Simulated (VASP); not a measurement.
# Si48C47 (a cell with a defect) in VASP: further runs, part 2 of 2

VASP 6.6.1. Earlier steps stand in the parts before.

## Step 3: Single point, PBEsol

File INCAR:

```
SYSTEM = Si48C47
  ALGO = Normal
  EDIFF = 1E-7
  ENCUT = 520
  GGA = PS
  ISIF = 2
  ISMEAR = -1
  ISYM = 0
  LASPH = .True.
  LCHARG = .True.
  LELF = .True.
  LREAL = Auto
  LVHAR = .True.
  LWAVE = .False.
  NBANDS = 243
  NELM = 80
  PREC = Accurate
  SIGMA = 0.05
```

File KPOINTS:

```
Automatic mesh
0
Gamma
  1 1 1
  0.25 0.25 0.25
```

File POSCAR:

```
Si48C47
1.0
    9.2342040000      0.0000000000      0.0000000000
    0.0000000000     10.6627400000      0.0000000000
    0.0000000000      0.0000000000     10.0759470000
Si C
48 47
Direct
    0.0002050000      0.0023920000      0.4992380000
    0.3328410000      0.0007030000      0.4982020000
    0.1685580000      0.2517550000      0.4996280000
    0.9999790000      0.5016280000      0.5025760000
    0.6673080000      0.0010370000      0.4981760000
    0.4998170000      0.2543130000      0.4794610000
    0.3474740000      0.5099270000      0.5086850000
    0.1658280000      0.7513600000      0.5012650000
    0.8317950000      0.2516790000      0.4994760000
    0.6521110000      0.5098970000      0.5090780000
    0.5002290000      0.7543150000      0.5007150000
    0.8343530000      0.7516470000      0.5013080000
    0.9999860000      0.1662830000      0.2492880000
    0.3317790000      0.1627370000      0.2456360000
    0.1683150000      0.4152100000      0.2533840000
    0.0000270000      0.6649400000      0.2514130000
    0.6680110000      0.1629050000      0.2455760000
    0.4997470000      0.3986020000      0.2555280000
    0.3346270000      0.6646290000      0.2518030000
    0.1664390000      0.9148260000      0.2493670000
    0.8314850000      0.4150750000      0.2534040000
    0.6654500000      0.6645980000      0.2519560000
    0.4999740000      0.9156720000      0.2490700000
    0.8335500000      0.9149050000      0.2493730000
    0.1666770000      0.0846480000      0.7491290000
    0.9999570000      0.3341850000      0.7500800000
    0.5000010000      0.0863190000      0.7424860000
    0.3336990000      0.3353350000      0.7480850000
    0.1659490000      0.5847060000      0.7533980000
    0.0000230000      0.8348600000      0.7509020000
    0.8333450000      0.0846530000      0.7490510000
    0.6662980000      0.3354140000      0.7480980000
    0.5000510000      0.5856370000      0.7551890000
    0.3333780000      0.8347860000      0.7501830000
    0.8341430000      0.5849150000      0.7537480000
    0.6666460000      0.8348430000      0.7501870000
    0.9999930000      0.9998060000      0.9996230000
    0.3335810000      0.9995090000      0.9970870000
    0.1667500000      0.2498700000      0.9989630000
    0.0000100000      0.4988720000      0.0033160000
    0.6663840000      0.9995500000      0.9970850000
    0.4999170000      0.2472000000      0.9949920000
    0.3349470000      0.4981090000      0.0033700000
    0.1667760000      0.7494070000      0.0013750000
    0.8331740000      0.2498420000      0.9989480000
    0.6649270000      0.4981110000      0.0035220000
    0.5000050000      0.7501830000      0.0013660000
    0.8332820000      0.7494520000      0.0014410000
    0.0000340000      0.9989770000      0.1869970000
    0.3329090000      0.9969260000      0.1847040000
    0.1666490000      0.2492970000      0.1863420000
    0.0000100000      0.4974660000      0.1913080000
    0.6671510000      0.9969770000      0.1847080000
    0.4998920000      0.2402640000      0.1786980000
    0.3366650000      0.4956000000      0.1934630000
    0.1671330000      0.7476060000      0.1885210000
    0.8333720000      0.2492520000      0.1862870000
    0.6632720000      0.4955160000      0.1937390000
    0.5000850000      0.7487080000      0.1883480000
    0.8330690000      0.7475700000      0.1886260000
    0.9999920000      0.0013130000      0.6868760000
    0.3327470000      0.0013810000      0.6851770000
    0.1669420000      0.2512340000      0.6868930000
    0.9999130000      0.5013400000      0.6895960000
    0.6671160000      0.0014340000      0.6851380000
    0.4998840000      0.2567230000      0.6753710000
    0.3330330000      0.5035260000      0.6935820000
    0.1663030000      0.7511950000      0.6888180000
    0.8328750000      0.2512360000      0.6868250000
    0.6673100000      0.5037340000      0.6940130000
    0.4999780000      0.7515620000      0.6883820000
    0.8336440000      0.7512760000      0.6888880000
    0.0002050000      0.1699620000      0.4375220000
    0.3312840000      0.1658050000      0.4335820000
    0.1758430000      0.4195930000      0.4415750000
    0.0000860000      0.6671310000      0.4393700000
    0.6685960000      0.1662530000      0.4333980000
    0.3338220000      0.6718320000      0.4391070000
    0.1659460000      0.9176200000      0.4373430000
    0.8246400000      0.4187980000      0.4410520000
    0.6666540000      0.6719520000      0.4392330000
    0.5001500000      0.9192300000      0.4370360000
    0.8343430000      0.9180220000      0.4373820000
    0.1665280000      0.0831470000      0.9370550000
    0.9999610000      0.3332510000      0.9379090000
    0.4999770000      0.0823480000      0.9310360000
    0.3339420000      0.3326900000      0.9365050000
    0.1669320000      0.5823310000      0.9420400000
    0.0000080000      0.8328750000      0.9389200000
    0.8334730000      0.0831400000      0.9370080000
    0.6659780000      0.3326670000      0.9365800000
    0.4999790000      0.5835360000      0.9422120000
    0.3331770000      0.8326040000      0.9378830000
    0.8331600000      0.5824420000      0.9423170000
    0.6668430000      0.8326430000      0.9379270000
```

Potentials or basis: VASP PAW PBE potentials, release 64 (Si, C).

Started as:

```sh
$ cat potpaw_PBE.64/Si/POTCAR potpaw_PBE.64/C/POTCAR > POTCAR
$ mpirun -np 1 vasp_std > vasp.out
```

Run time: 51 min. Hardware: 1 thread of Intel Xeon 8259CL, shared host; peak memory 1.2 GiB.

The run converged. Its results:

* Free energy: -750.0607 eV
* Pressure: -0.1 GPa
* Largest force: 0.116 eV/Å
* Band gap on the k mesh: 1.07 eV

Forces in eV/Å, atoms in the order of the input:
```
Si   0.003  0.000 -0.003
Si  -0.005  0.002  0.012
Si  -0.020  0.021 -0.006
Si  -0.015 -0.008  0.001
Si  -0.006 -0.002 -0.002
Si   0.007  0.015 -0.019
Si   0.071 -0.004  0.028
Si   0.003  0.022  0.004
Si  -0.019 -0.019  0.017
Si   0.019 -0.013 -0.029
Si  -0.014 -0.007  0.005
Si   0.016  0.007  0.005
Si   0.006 -0.006  0.002
Si   0.011  0.006  0.015
Si   0.028  0.003  0.029
Si   0.012 -0.007  0.006
Si   0.015 -0.015  0.004
Si   0.012  0.015  0.019
Si   0.009 -0.010  0.005
Si   0.007  0.005  0.000
Si   0.022  0.003 -0.017
Si   0.007 -0.006  0.000
Si   0.018 -0.001 -0.001
Si   0.009  0.000  0.006
Si  -0.008 -0.005 -0.004
Si  -0.009 -0.004 -0.003
Si  -0.012  0.010  0.002
Si  -0.014  0.004 -0.003
Si   0.006  0.008  0.017
Si  -0.004 -0.002  0.000
Si  -0.009 -0.003  0.005
Si  -0.006 -0.004  0.001
Si  -0.005  0.007 -0.007
Si  -0.011 -0.007 -0.008
Si   0.004 -0.003 -0.008
Si  -0.004 -0.007 -0.004
Si   0.001 -0.002 -0.005
Si   0.001  0.002 -0.003
Si   0.004  0.002 -0.005
Si   0.007  0.002 -0.001
Si   0.006  0.001  0.000
Si   0.005  0.007 -0.003
Si   0.005  0.001  0.002
Si  -0.002 -0.011 -0.011
Si   0.003 -0.001 -0.003
Si   0.013  0.001  0.001
Si   0.004 -0.001  0.000
Si  -0.002  0.000  0.003
C   -0.004  0.002  0.007
C   -0.010 -0.011  0.008
C   -0.010  0.005  0.017
C   -0.016 -0.004  0.000
C   -0.013 -0.005  0.012
C   -0.006  0.000  0.002
C   -0.018 -0.009  0.012
C   -0.005 -0.010  0.002
C   -0.008  0.002  0.008
C   -0.014 -0.003 -0.005
C   -0.005  0.001 -0.004
C   -0.029  0.010 -0.004
C    0.010  0.002 -0.009
C    0.014 -0.002  0.003
C    0.020  0.000 -0.001
C    0.005  0.006 -0.009
C    0.014  0.001  0.004
C    0.019 -0.001 -0.001
C   -0.019  0.013  0.021
C    0.012 -0.004 -0.012
C    0.013  0.003 -0.005
C   -0.014 -0.017 -0.018
C    0.012 -0.006 -0.013
C    0.009  0.004 -0.013
C   -0.004 -0.007  0.001
C    0.011  0.027 -0.016
C   -0.022 -0.084 -0.063
C   -0.013  0.016 -0.013
C    0.002 -0.018  0.018
C   -0.006  0.019 -0.025
C   -0.011 -0.006  0.004
C   -0.026  0.098  0.055
C   -0.015 -0.017 -0.021
C   -0.002  0.004 -0.004
C   -0.015 -0.036 -0.002
C    0.003  0.006  0.007
C   -0.002 -0.004  0.002
C    0.000  0.007 -0.008
C   -0.002  0.003  0.007
C   -0.027  0.010  0.007
C    0.005  0.002 -0.004
C   -0.005  0.005  0.004
C    0.000  0.008  0.004
C    0.000 -0.002  0.009
C    0.001  0.006  0.001
C    0.005 -0.011 -0.005
C   -0.003  0.000 -0.004
```

Stress tensor (GPa, compression positive):
```
-1.49  0.01  0.02
 0.01  1.04  1.78
 0.02  1.78  0.21
```

Levels at points of the mesh, in eV from the valence-band top:
```
           k point  band 187  band 188  band 189  band 190  band 191  band 192  band 193  band 194
(0.25, 0.25, 0.25)     -1.62     -1.48     -1.29     -0.02      1.07      1.14      1.53      1.68
```

Caveat: the PAW data sets were made with another functional, which shifts forces and pressure a little.
